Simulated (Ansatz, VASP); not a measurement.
# Ge: VASP beside Ansatz

Contents of POSCAR:

```
Ge
1.0
    2.7120740320      0.0000000000      0.0000000000
    0.0000000000      2.7120740320      0.0000000000
    0.0000000000      0.0000000000      2.7120740320
Ge
1
Direct
    0.0000000000      0.0000000000      0.0000000000
```

Contents of INCAR.step1:

```
SYSTEM = Ge
PREC     = Accurate       ! precision mode
ENCUT    = 520            ! plane-wave cutoff, eV
ISMEAR   = -1             ! smearing method
SIGMA    = 0.05           ! smearing width, eV
LREAL    = .FALSE.        ! projectors in reciprocal space
LASPH    = .TRUE.         ! aspherical terms in the spheres
NELM     = 60             ! most SCF steps
ISYM     = 0            
NBANDS   = 13             ! bands
GGA      = PE             ! functional
ALGO     = Normal         ! electronic algorithm
EDIFF    = 1E-4           ! SCF threshold, eV
LWAVE    = .TRUE.         ! write WAVECAR
LCHARG   = .FALSE.        ! write CHGCAR
```

File INCAR.step2:

```
SYSTEM = Ge
PREC     = Accurate       ! precision mode
ENCUT    = 520            ! plane-wave cutoff, eV
EDIFF    = 1E-8           ! SCF threshold, eV
ISMEAR   = -1             ! smearing method
SIGMA    = 0.05           ! smearing width, eV
LREAL    = .FALSE.        ! projectors in reciprocal space
LASPH    = .TRUE.         ! aspherical terms in the spheres
NELM     = 60             ! most SCF steps
ALGO     = Normal         ! electronic algorithm
ISIF     = 2              ! what is computed and relaxed
LWAVE    = .FALSE.        ! write WAVECAR
LCHARG   = .FALSE.        ! write CHGCAR
METAGGA  = R2SCAN         ! meta-GGA
LMIXTAU  = .TRUE.       
LEFG     = .TRUE.       
ISYM     = 0            
NBANDS   = 13             ! bands
ISTART   = 1
```

KPOINTS

```
Automatic mesh
0
G
  13 13 13
  0 0 0
```

Input for Ansatz:

```yaml
crystal:
  lattice:
    - [2.712074032, 0.0, 0.0]
    - [0.0, 2.712074032, 0.0]
    - [0.0, 0.0, 2.712074032]
  atoms:
    - { symbol: Ge, position: [0.0, 0.0, 0.0] }
  symmetry: { detect: false }
kpoints:
  mp_grid: { grid: [13, 13, 13] }
  band_path:
    path:
      - [0.0, 0.0, 0.0]
      - [0.0, 0.5, 0.0]
      - [0.5, 0.5, 0.0]
      - [0.0, 0.0, 0.0]
      - [0.5, 0.5, 0.5]
      - [0.0, 0.5, 0.0]
      - [0.5, 0.5, 0.5]
      - [0.5, 0.5, 0.0]
    npoints: 5
scf:
  occupations: { method: fermi_dirac, width: 0.05 }
hamiltonian:
  xc: r2scan
  pseudopotentials: { kind: paw }
output:
  forces: true
  stress: true
  eigenvalues: true
  efg: { contact_densities: true }
  write_density: true
  write_potential: true
  elf: true
  volumetric_format: npy
```

Alike in both runs: task electric field gradients; functional r2SCAN; k mesh 13 × 13 × 13; occupations fermi-dirac, width 0.05 eV; no spin polarisation.

|  | VASP | Ansatz |
| --- | --- | --- |
| version | VASP 6.6.1 | Ansatz 0.2.0 |
| potentials or method | VASP PAW PBE potentials, release 64 (Ge_d) | PAW with Ansatz's default frozen-core files, scalar-relativistic |
| plane-wave cutoff (eV) | 520 | 500 |
| valence electrons in the cell | 14 | 14 |

VASP gave:

- gap on the k mesh at the Fermi level (eV): none
- pressure (GPa): -2.7

**Question.** Estimate Ansatz's values.

**Answer.** gap on the k mesh at the Fermi level (eV): none; pressure (GPa): -2.5.

VASP's potentials were made for PBE, not for r2SCAN. A gap of «none» marks a metal or a gap that the smearing closes. The functional is the same, so the differences come from potentials, cutoffs and numerics.
